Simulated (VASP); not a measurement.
# HfC (Fm-3m) in VASP: notebook

The runs below take HfC through single point, with PBE.

All numbers are computed with VASP 6.6.1; they aren't measurements. Logs are shortened: lines on timing, memory, paths and dates and some standing lists are left out, and cuts for length are marked.

### Step 1. The cell of the first run

The structure is cubic, space group Fm-3m (No. 225). The conventional cell has a = 4.650 Å, b = 4.650 Å, c = 4.650 Å, α = 90.00°, β = 90.00°, γ = 90.00°. Within 3.1 Å of Hf (site symmetry m-3m) lie 6 C at 2.33 Å. C (site symmetry m-3m) has 6 Hf at 2.33 Å within 3.1 Å.

### Step 2. Single point, PBE

The input, INCAR:

```
SYSTEM = HfC
ALGO = Normal ; EDIFF = 1E-6
ENCUT = 520 ; GGA = PE
ISIF = 2 ; ISMEAR = 0
LASPH = .TRUE. ; LCHARG = .FALSE.
LREAL = .FALSE. ; LWAVE = .FALSE.
NBANDS = 14 ; NELM = 80
PREC = Accurate ; SIGMA = 0.1
```

The input, KPOINTS:

```
k-points
0
G
  3 3 3
  0 0 0
```

The input, POSCAR:

```
HfC
1.0
    0.0000000000      2.3250000000      2.3250000000
    2.3250000000      0.0000000000      2.3250000000
    2.3250000000      2.3250000000      0.0000000000
Hf C
1 1
Direct
    0.5000000000      0.5000000000      0.5000000000
    0.0000000000      0.0000000000      0.0000000000
```

Potentials or basis: VASP PAW PBE potentials, release 64 (Hf_pv, C).

The run is started by

```bash
cat potpaw_PBE.64/Hf_pv/POTCAR potpaw_PBE.64/C/POTCAR > POTCAR
mpirun -np 1 vasp_std > vasp.out
```

OUTCAR:

```text
SYSTEM = HfC
   EDIFF = 1E-6
   ENCUT = 520
   GGA = PE
   ISIF = 2
   ISMEAR = 0
   LASPH = .TRUE.
   LREAL = .FALSE.
   NELM = 80
   PREC = Accurate

 ion  position               nearest neighbor table
   1  0.500  0.500  0.500-   2 2.33   2 2.33   2 2.33   2 2.33   2 2.33   2 2.33
   2  0.000  0.000  0.000-   1 2.33   1 2.33   1 2.33   1 2.33   1 2.33   1 2.33

  LATTYP: Found a face centered cubic cell.
 ALAT       =     4.6500000000

  Lattice vectors:

 A1 = (   0.0000000000,   2.3250000000,   2.3250000000)
 A2 = (   2.3250000000,   0.0000000000,   2.3250000000)
 A3 = (   2.3250000000,   2.3250000000,   0.0000000000)

Analysis of symmetry for initial positions (statically):
=====================================================================
 Subroutine PRICEL returns:
 Original cell was already a primitive cell.

 Routine SETGRP: Setting up the symmetry group for a
 face centered cubic supercell.

 Subroutine GETGRP returns: Found 48 space group operations
 (whereof 48 operations were pure point group operations)
 out of a pool of 48 trial point group operations.

The static configuration has the point symmetry O_h .

Analysis of symmetry for dynamics (positions and initial velocities):
=====================================================================
 Subroutine PRICEL returns:
 Original cell was already a primitive cell.

 Routine SETGRP: Setting up the symmetry group for a
 face centered cubic supercell.

 Subroutine GETGRP returns: Found 48 space group operations
 (whereof 48 operations were pure point group operations)
 out of a pool of 48 trial point group operations.

The dynamic configuration has the point symmetry O_h .

 Subroutine INISYM returns: Found 48 space group operations
 (whereof 48 operations are pure point group operations),
 and found     1 'primitive' translations

----------------------------------------------------------------------------------------

                                     Primitive cell

  volume of cell :      25.1362

  direct lattice vectors                    reciprocal lattice vectors
     0.000000000  2.325000000  2.325000000    -0.215053763  0.215053763  0.215053763
     2.325000000  0.000000000  2.325000000     0.215053763 -0.215053763  0.215053763
     2.325000000  2.325000000  0.000000000     0.215053763  0.215053763 -0.215053763

  length of vectors
     3.288046533  3.288046533  3.288046533     0.372484045  0.372484045  0.372484045

  position of ions in fractional coordinates (direct lattice)
     0.500000000  0.500000000  0.500000000
     0.000000000  0.000000000  0.000000000

  ion indices of the primitive-cell ions
   primitive index   ion index
                 1           1
                 2           2

----------------------------------------------------------------------------------------

 KPOINTS: k-points

Automatic generation of k-mesh.
 Grid dimensions read from file:
 generate k-points for:    3    3    3

 Generating k-lattice:

  Cartesian coordinates                     Fractional coordinates (reciprocal lattice)
    -0.071684588  0.071684588  0.071684588     0.333333333  0.000000000  0.000000000
     0.071684588 -0.071684588  0.071684588     0.000000000  0.333333333  0.000000000
     0.071684588  0.071684588 -0.071684588     0.000000000  0.000000000  0.333333333

  Length of vectors
     0.124161348  0.124161348  0.124161348

  Shift w.r.t. Gamma in fractional coordinates (k-lattice)
     0.000000000  0.000000000  0.000000000

 Subroutine IBZKPT returns following result:
 ===========================================

 Found      4 irreducible k-points:

 Following reciprocal coordinates:
            Coordinates               Weight
  0.000000  0.000000  0.000000      1.000000
  0.333333  0.000000  0.000000      8.000000
  0.333333  0.333333  0.000000      6.000000
 -0.333333  0.333333  0.000000     12.000000
   k-points           NKPTS =      4   k-points in BZ     NKDIM =      4   number of bands    NBANDS=     14
   number of dos      NEDOS =    301   number of ions     NIONS =      2
   total plane-waves  NPLWV =  13824
   dimension x,y,z NGX =    24 NGY =   24 NGZ =   24
   dimension x,y,z NGXF=    48 NGYF=   48 NGZF=   48
   ions per type =               1   1
   NGX,Y,Z   is equivalent  to a cutoff of  12.13, 12.13, 12.13 a.u.
   NGXF,Y,Z  is equivalent  to a cutoff of  24.27, 24.27, 24.27 a.u.
 SYSTEM =  HfC
   PREC   = accura    normal or accurate (medium, high low for compatibility)
   ISTART =      0    job   : 0-new  1-cont  2-samecut
   ICHARG =      2    charge: 1-file 2-atom 10-const
   ISPIN  =      1    spin polarized calculation?
   LNONCOLLINEAR =      F non collinear calculations
   LSORBIT =      F    spin-orbit coupling
   LASPH  =      T    aspherical Exc in radial PAW
   ENCUT  =  520.0 eV  38.22 Ry    6.18 a.u.   6.11  6.11  6.11*2*pi/ulx,y,z
   NELM   =     80;   NELMIN=  2; NELMDL= -5     # of ELM steps
   EDIFF  = 0.1E-05   stopping-criterion for ELM
   LREAL  =      F    real-space projection
   EDIFFG = 0.1E-04   stopping-criterion for IOM
   NSW    =      0    number of steps for IOM
   IBRION =     -1    ionic relax: 0-MD 1-quasi-New 2-CG
   NFREE  =      0    steps in history (QN), initial steepest desc. (CG)
   ISIF   =      2    stress and relaxation
   ISYM   =      2    0-nonsym 1-usesym 2-fastsym
   POTIM  = 0.5000    time-step for ionic-motion
   TEBEG  =    0.0;   TEEND  =   0.0 temperature during run
   PSTRESS=    0.0 pullay stress
   NELECT =      14.0000    total number of electrons
   NUPDOWN=      -1.0000    fix difference up-down
   EMIN   =  10.00;   EMAX   =-10.00  energy-range for DOS
   EFERMI =   0.00;   METHOD = LEGACY
   ISMEAR =     0;   SIGMA  =   0.10  broadening in eV -4-tet -1-fermi 0-gaus
   EFERMI_NEDOS =   21; number of points for ismear=-14 and -15
   IALGO  =     38    algorithm
   IMIX   =      4    mixing-type and parameters
     AMIX     =   0.40;   BMIX     =  1.00
     AMIX_MAG =   1.60;   BMIX_MAG =  1.00
  volume/ion in A,a.u.               =      12.57        84.81
  Fermi-wavevector in a.u.,A,eV,Ry     =   1.346949  2.545365 24.684672  1.814272
  Thomas-Fermi vector in A             =   2.474740
   LORBIT       =      0    0 simple, 1 ext, 2 COOP (PROOUT), +10 PAW based schemes
   GGA     = PE    functional components
   LHFCALC =     F    Hartree Fock is set to
   AEXX    =    0.0000 exact exchange contribution
   IVDW    =     0    specifies the selected vdW correction
   LEPSILON=     F    determine dielectric tensor
   LRPA    =     F    only Hartree local field effects (RPA)
 non-spin polarized calculation
 Gauss-broadening in eV      SIGMA  =   0.10
  energy-cutoff  :      520.00
  volume of cell :       25.14
 maximum number of plane-waves:       680
   NGX = 13   NGY = 13   NGZ = 13

 number of electron      14.0000000 magnetization

 Free energy of the ion-electron system (eV)
  ---------------------------------------------------
  ext. energy  EPLUGINS =         0.00000000
  ---------------------------------------------------
  free energy    TOTEN  =       -20.82865573 eV

  energy without entropy =      -20.80868222  energy(sigma->0) =      -20.81866897

 E-fermi :   5.5963     XC(G=0): -12.2913

 val. band max:        5.5486005439   @ k =   0.3333   0.3333   0.0000
 cond. band min:       6.8880424023   @ k =   0.0000   0.0000   0.0000
 fundamental gap:      1.3394418584
 Fermi energy:         5.5962939905

 k-point     1 :       0.0000    0.0000    0.0000
  band No.  band energies     occupation
      1     -23.5899      2.00000
      2     -23.5899      2.00000
      3     -23.5899      2.00000
      4      -6.3959      2.00000
      5       6.8880      0.00000
      6       6.8880      0.00000
      7       6.8880      0.00000
      8       7.3561      0.00000
      9       7.3561      0.00000
     10       7.3561      0.00000
     11       9.3536      0.00000
     12       9.3536      0.00000
     13      12.7423      0.00000
     14      16.9580      0.00000

 k-point     2 :       0.3333    0.0000    0.0000
  band No.  band energies     occupation
      1     -24.1063      2.00000
      2     -23.6415      2.00000
      3     -23.6415      2.00000
      4      -4.0659      2.00000
      5       1.5152      2.00000
      6       3.4949      2.00000
      7       3.4949      2.00000
      8       9.6327      0.00000
      9       9.9756      0.00000
     10       9.9756      0.00000
     11      14.9157      0.00000
     12      15.1821      0.00000
     13      15.1821      0.00000
     14      19.6958      0.00000

 k-point     3 :       0.3333    0.3333    0.0000
  band No.  band energies     occupation
      1     -24.0505      2.00000
      2     -23.7644      2.00000
      3     -23.7644      2.00000
      4      -4.4825      2.00000
      5       2.2082      2.00000
      6       4.7743      2.00000
      7       5.5486      1.50000
      8       5.5486      1.50000
      9      10.7111      0.00000
     10      12.2965      0.00000
     11      12.2965      0.00000
     12      13.6838      0.00000
     13      18.0536      0.00000
     14      19.0000      0.00000

 k-point     4 :      -0.3333    0.3333    0.0000
  band No.  band energies     occupation
      1     -24.0388      2.00000
      2     -24.0136      2.00000
      3     -23.7296      2.00000
      4      -3.5254      2.00000
      5       1.6349      2.00000
      6       3.1923      2.00000
      7       3.7461      2.00000
      8       8.7701      0.00000
      9      11.1138      0.00000
     10      11.6915      0.00000
     11      13.6557      0.00000
     12      15.7736      0.00000
     13      17.9412      0.00000
     14      19.2692      0.00000

------------------------ aborting loop because EDIFF is reached ----------------------------------------

  FORCE on cell =-STRESS in cart. coord.  units (eV):
  Direction    XX          YY          ZZ          XY          YZ          ZX
  --------------------------------------------------------------------------------------
  -------------------------------------------------------------------------------------
  Total       -0.0766009     -0.0766009     -0.0766009      0.0000000      0.0000000      0.0000000
  in kB       -4.8825344     -4.8825344     -4.8825344      0.0000000      0.0000000      0.0000000
  external PRESSURE =      -4.8825344 kB  Pullay stress =       0.0000000 kB

 VOLUME and BASIS-vectors are now :
 -----------------------------------------------------------------------------
  energy-cutoff  :      520.00
  volume of cell :       25.14
      direct lattice vectors                 reciprocal lattice vectors
     0.000000000  2.325000000  2.325000000    -0.215053763  0.215053763  0.215053763
     2.325000000  0.000000000  2.325000000     0.215053763 -0.215053763  0.215053763
     2.325000000  2.325000000  0.000000000     0.215053763  0.215053763 -0.215053763

 POSITION                                       TOTAL-FORCE (eV/Angst)
 -----------------------------------------------------------------------------------
      2.32500      2.32500      2.32500        -0.000000     -0.000000     -0.000000
      0.00000      0.00000      0.00000         0.000000      0.000000      0.000000
 -----------------------------------------------------------------------------------
    total drift:                                0.000000     -0.000000      0.000000

  FREE ENERGIE OF THE ION-ELECTRON SYSTEM (eV)
  ---------------------------------------------------
  free  energy   TOTEN  =       -20.8286557274 eV

  energy  without entropy=      -20.8086822190  energy(sigma->0) =      -20.81866897
```

Run time: 3.2 s. Hardware: 1 thread of Intel Xeon 6455B, shared host; peak memory 0.13 GiB.

Results:

```yaml
Free_energy: -20.8287 eV
Pressure: -0.5 GPa
Band_gap_on_the_k_mesh: zero (band 7 reaches 6.89 eV, above the bottom of band 8 at 5.55 eV)
```

Caveat: the k points lie up to 0.78 Å⁻¹ apart; spin-orbit coupling is left out, which moves the levels of the heavy elements.

### Step 3. Single point, PBE

The input, INCAR:

```
SYSTEM = HfC
PREC = Accurate
ENCUT = 520
EDIFF = 1E-6
ISMEAR = 0
SIGMA = 0.1
LREAL = .FALSE.
LASPH = .TRUE.
NELM = 80
ALGO = Normal
ISIF = 2
LWAVE = .FALSE.
LCHARG = .TRUE.
GGA = PE
LELF = .TRUE.
LVHAR = .TRUE.
NBANDS = 14
```

The input, KPOINTS:

```
Automatic mesh
0
G
  4 4 4
  0 0 0
```

POSCAR is that of step 2.

Potentials or basis: VASP PAW PBE potentials, release 64 (Hf_pv, C).

The run is started by

```bash
cat potpaw_PBE.64/Hf_pv/POTCAR potpaw_PBE.64/C/POTCAR > POTCAR
mpirun -np 1 vasp_std > vasp.out
```

OUTCAR:

```text
SYSTEM = HfC
   PREC = Accurate
   ENCUT = 520
   EDIFF = 1E-6
   ISMEAR = 0
   LREAL = .FALSE.
   LASPH = .TRUE.
   NELM = 80
   ISIF = 2
   GGA = PE

 ion  position               nearest neighbor table
   1  0.500  0.500  0.500-   2 2.33   2 2.33   2 2.33   2 2.33   2 2.33   2 2.33
   2  0.000  0.000  0.000-   1 2.33   1 2.33   1 2.33   1 2.33   1 2.33   1 2.33

  LATTYP: Found a face centered cubic cell.
 ALAT       =     4.6500000000

  Lattice vectors:

 A1 = (   0.0000000000,   2.3250000000,   2.3250000000)
 A2 = (   2.3250000000,   0.0000000000,   2.3250000000)
[... 303 lines left out ...]

  FORCE on cell =-STRESS in cart. coord.  units (eV):
  Direction    XX          YY          ZZ          XY          YZ          ZX
  --------------------------------------------------------------------------------------
  -------------------------------------------------------------------------------------
  Total       -0.2694050     -0.2694050     -0.2694050      0.0000000      0.0000000      0.0000000
  in kB      -17.1718583    -17.1718583    -17.1718583      0.0000000      0.0000000      0.0000000
  external PRESSURE =     -17.1718583 kB  Pullay stress =       0.0000000 kB

 VOLUME and BASIS-vectors are now :
 -----------------------------------------------------------------------------
  energy-cutoff  :      520.00
  volume of cell :       25.14
      direct lattice vectors                 reciprocal lattice vectors
     0.000000000  2.325000000  2.325000000    -0.215053763  0.215053763  0.215053763
     2.325000000  0.000000000  2.325000000     0.215053763 -0.215053763  0.215053763
     2.325000000  2.325000000  0.000000000     0.215053763  0.215053763 -0.215053763

 POSITION                                       TOTAL-FORCE (eV/Angst)
 -----------------------------------------------------------------------------------
      2.32500      2.32500      2.32500         0.000000     -0.000000      0.000000
      0.00000      0.00000      0.00000         0.000000      0.000000     -0.000000
 -----------------------------------------------------------------------------------
    total drift:                                0.000000     -0.000000      0.000000

  FREE ENERGIE OF THE ION-ELECTRON SYSTEM (eV)
  ---------------------------------------------------
  free  energy   TOTEN  =       -20.9721322658 eV

  energy  without entropy=      -20.9706043624  energy(sigma->0) =      -20.97136831
```

Run time: 3.6 s. Hardware: 1 thread of Intel Xeon 6455B, shared host; peak memory 0.14 GiB.

Results:

```yaml
Free_energy: -20.9721 eV
Pressure: -1.7 GPa
Band_gap_on_the_k_mesh: zero (band 7 reaches 6.87 eV, above the bottom of band 8 at 5.48 eV)
```

Caveat: the k points lie up to 0.59 Å⁻¹ apart; spin-orbit coupling is left out, which moves the levels of the heavy elements.

### Step 4. Single point, PBE

The input, INCAR:

```
PREC     = Accurate       # precision mode
ENCUT    = 520            # plane-wave cutoff, eV
EDIFF    = 1E-7           # SCF threshold, eV
ISMEAR   = 0              # smearing method
SIGMA    = 0.1            # smearing width, eV
LREAL    = F              # projectors in reciprocal space
LASPH    = T              # aspherical terms in the spheres
NELM     = 80             # most SCF steps
ALGO     = Normal         # electronic algorithm
ISIF     = 2              # what is computed and relaxed
LWAVE    = F              # write WAVECAR
LCHARG   = F              # write CHGCAR
GGA      = PE             # functional
NBANDS   = 14             # bands
```

The input, KPOINTS:

```
Automatic mesh
0
Gamma
  5 5 5
```

POSCAR is that of step 3.

The run is started by

```bash
cat potpaw_PBE.64/Hf_pv/POTCAR potpaw_PBE.64/C/POTCAR > POTCAR
mpirun -np 1 vasp_std > vasp.out
```

It took 4.1 s on 1 thread of Intel Xeon 6455B, shared host; peak memory 0.13 GiB.

Results (log left out):

```
Free energy            : -20.9998 eV
Pressure               : 0.2 GPa
Band gap on the k mesh : zero (band 7 reaches 6.99 eV, above the bottom of band 8 at 5.76 eV)
```

Levels at points of the mesh, in eV from the Fermi level:
| k point | band 5 | band 6 | band 7 | band 8 | band 9 | band 10 |
| --- | --- | --- | --- | --- | --- | --- |
| (0.00, 0.00, 0.00) | 1.18 | 1.18 | 1.18 | 1.53 | 1.53 | 1.53 |

Caveat: the k points lie up to 0.47 Å⁻¹ apart; spin-orbit coupling is left out, which moves the levels of the heavy elements.

### Step 5. Single point, PBE

The input, INCAR:

```
SYSTEM = HfC
PREC = Accurate
ENCUT = 520
EDIFF = 1E-7
ISMEAR = 0
SIGMA = 0.1
LREAL = .False.
LASPH = .True.
NELM = 80
ALGO = Normal
ISIF = 2
LWAVE = .False.
LCHARG = .False.
GGA = PE
NBANDS = 14
```

The input, KPOINTS:

```
regular mesh
0
Gamma
  7 7 7
  0 0 0
```

POSCAR is that of step 4.

The run is started by

```bash
cat potpaw_PBE.64/Hf_pv/POTCAR potpaw_PBE.64/C/POTCAR > POTCAR
mpirun -np 1 vasp_std > vasp.out
```

It took 5.5 s on 1 thread of Intel Xeon 6455B, shared host; peak memory 0.14 GiB.

Results (log left out):

| Property | Result |
| --- | --- |
| Free energy | -21.0389 eV |
| Pressure | -0.4 GPa |
| Band gap on the k mesh | zero (band 7 reaches 6.96 eV, above the bottom of band 8 at 5.54 eV) |

Levels at points of the mesh, in eV from the Fermi level:
| k point | band 4 | band 5 | band 6 | band 7 | band 8 | band 9 | band 10 | band 11 |
| --- | --- | --- | --- | --- | --- | --- | --- | --- |
| (0.00, 0.00, 0.00) | -12.19 | 1.12 | 1.12 | 1.12 | 1.51 | 1.51 | 1.51 | 3.51 |

Caveat: spin-orbit coupling is left out, which moves the levels of the heavy elements.

(Continued in part 2 of 2.)
